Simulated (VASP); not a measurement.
Input of a VASP 6.6.1 run:

INCAR

```
ALGO     = Normal         # electronic algorithm
DIPOL    = 0.5 0.5 0.343
EDIFF    = 1E-7           # SCF threshold, eV
ENCUT    = 520            # plane-wave cutoff, eV
GGA      = PE             # functional
IDIPOL   = 3            
ISIF     = 2              # what is computed and relaxed
ISMEAR   = 0              # smearing method
ISPIN    = 2              # spin polarisation
LASPH    = True           # aspherical terms in the spheres
LCHARG   = False          # write CHGCAR
LDIPOL   = True         
LORBIT   = 11             # projections on sites
LREAL    = False          # projectors in reciprocal space
LWAVE    = False          # write WAVECAR
MAGMOM   = 0 0 0 0 1      # initial moments
NBANDS   = 24             # bands
NELM     = 150            # most SCF steps
PREC     = Accurate       # precision mode
SIGMA    = 0.05           # smearing width, eV
```

The input KPOINTS:

```
k-points
0
Gamma
  9 9 1
```

The input POSCAR:

```
Si4F
1.0
    3.8675355481      0.0000000000      0.0000000000
   -1.9337677741      3.3493840347      0.0000000000
    0.0000000000      0.0000000000     19.4372968034
Si F
4 1
Direct
    0.3333333333      0.6666666667      0.2057899326
    0.0000000000      0.0000000000      0.2464055283
    0.0000000000      0.0000000000      0.3748662348
    0.6666666667      0.3333333334      0.4083539436
    1.0000000000      0.5000000000      0.4780369458
```

Potentials or basis: VASP PAW PBE potentials, release 64 (Si, F).

The run is started by

```bash
$ cat potpaw_PBE.64/Si/POTCAR potpaw_PBE.64/F/POTCAR > POTCAR
$ mpirun -np 1 vasp_std > vasp.out
```

(1) What does it give for the site moments?

(2) What does it give for the band gap on the k mesh?

(3) Estimate the net moment.

## Answers

(1) Si +0.23, +0.02, +0.06, +0.03; F +0.02 μB.

(2) 0.04 eV, indirect (least direct gap 0.19 eV).

(3) 1.00 μB per cell.
